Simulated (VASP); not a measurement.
A run of VASP 6.6.1 is set up as follows.

POSCAR

```
BaTiO3
1.0
    3.9723167996      0.0000000000      0.0000000000
    0.0000000000      3.9723167996      0.0000000000
    0.0000000000      0.0000000000      4.1123825565
Ba Ti O
1 1 3
Direct
    0.0000000000      0.0000000000      0.9926109048
    0.5000000000      0.5000000000      0.4745255192
    0.5000000000      0.5000000000      0.0315737038
    0.5000000000      0.0000000000      0.5146449361
    0.0000000000      0.5000000000      0.5146449361
```

Contents of INCAR.step1:

```
PREC = Accurate ; ENCUT = 520
ISMEAR = 0 ; SIGMA = 0.05
LREAL = False ; LASPH = True
NELM = 80 ; NBANDS = 28
GGA = PE ; ALGO = Normal
EDIFF = 1E-4 ; LWAVE = True
LCHARG = False
```

INCAR.step2

```
PREC = Accurate ; ENCUT = 520
EDIFF = 1E-7 ; ISMEAR = 0
SIGMA = 0.05 ; LREAL = False
LASPH = True ; NELM = 80
ALGO = Normal ; ISIF = 2
LWAVE = False ; LCHARG = False
METAGGA = R2SCAN ; LMIXTAU = True
NBANDS = 28 ; ISTART = 1
```

KPOINTS

```
regular mesh
0
Gamma
  8 8 8
```

Potentials or basis: VASP PAW PBE potentials, release 64 (Ba_sv, Ti_sv, O).

Run with:

```console
$ cat potpaw_PBE.64/Ba_sv/POTCAR potpaw_PBE.64/Ti_sv/POTCAR potpaw_PBE.64/O/POTCAR > POTCAR
$ cp INCAR.step1 INCAR
$ mpirun -np 1 vasp_std > vasp.out
$ cp INCAR.step2 INCAR
$ mpirun -np 1 vasp_std > vasp.out
```

Predict the band gap on the k mesh.

2.21 eV (least direct gap 2.71 eV).

Estimate the pressure.

1.9 GPa.

Predict the largest force.

0.163 eV/Å.

Stress tensor (GPa, compression positive):
```
1.87 0.00 0.00
0.00 1.87 0.00
0.00 0.00 2.03
```

Caveat: the PAW data sets were made with another functional, which shifts forces and pressure a little; spin-orbit coupling is left out, which moves the levels of the heavy elements. A k mesh can miss the band edges.
